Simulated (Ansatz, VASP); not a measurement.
HfO2 in VASP and in Ansatz

Contents of INCAR:

```
ALGO = Normal
EDIFF = 1E-6
EDIFFG = -0.005
ENCUT = 600
GGA = PE
IBRION = 2
ISIF = 3
ISMEAR = 0
IVDW = 12
LASPH = True
LCHARG = False
LREAL = False
LWAVE = False
NELM = 80
NSW = 70
PREC = Accurate
SIGMA = 0.02
```

Contents of KPOINTS:

```
k-points
0
Gamma
  6 6 4
```

Contents of POSCAR:

```
HfO2
1.0
    3.6043047991      0.0000000000      0.0000000000
    0.0000000000      3.6043047991      0.0000000000
    0.0000000000      0.0000000000      5.2639673039
Hf O
2 4
Direct
    0.5000000000      0.5000000000      0.5000000000
    0.0000000000      0.0000000000      0.0000000000
    0.0000000000      0.5000000000      0.6932520932
    0.5000000000      0.0000000000      0.8067479068
    0.5000000000      0.0000000000      0.3067479068
    0.0000000000      0.5000000000      0.1932520932
```

Input for Ansatz:

```yaml
crystal:
  lattice:
    - [3.6043047991, 0.0, 0.0]
    - [0.0, 3.6043047991, 0.0]
    - [0.0, 0.0, 5.2639673039]
  atoms:
    - { symbol: Hf, position: [0.5, 0.5, 0.5] }
    - { symbol: Hf, position: [0.0, 0.0, 0.0] }
    - { symbol: O, position: [0.0, 0.5, 0.6932520932] }
    - { symbol: O, position: [0.5, 0.0, 0.8067479068] }
    - { symbol: O, position: [0.5, 0.0, 0.3067479068] }
    - { symbol: O, position: [0.0, 0.5, 0.1932520932] }
basis:
  ecutwfc: 420
kpoints:
  mp_grid: { grid: [6, 6, 4] }
hamiltonian:
  xc: pbe
  dispersion: d3bj
scf:
  occupations: { method: gaussian, width: 0.02 }
output:
  forces: true
  stress: true
  eigenvalues: true
relax:
  adjacent_minimum: "off"
  f_tol: 0.005
  max_steps: 50
  cell: { stress_tol: 0.05 }
```

Alike in both runs: task relaxation of cell and atoms; functional PBE; dispersion D3(BJ); k mesh 6 × 6 × 4; occupations gaussian, width 0.02 eV; no spin polarisation.

|  | VASP | Ansatz |
| --- | --- | --- |
| version | VASP 6.6.1 | Ansatz 0.2.0 |
| potentials or method | VASP PAW PBE potentials, release 64 (Hf_pv, O), cutoff 600 eV | scalar-relativistic, plane waves, PAW |
| valence electrons in the cell | 44 | 76 |

```tsv
	VASP	Ansatz	Ansatz less VASP
gap on the k mesh at the Fermi level, each at its own relaxed structure (eV)	4.69	4.67	-0.020
relaxed volume (Å³/atom)	10.99	11.18	+0.187
relaxed cell length with the largest relative difference (Å)	5.175	5.213	+0.0375
```

VASP's potentials hold 44 valence electrons a cell and Ansatz's 76, so a difference there can come from the potentials and not from the codes.

Spin-orbit coupling is off throughout.
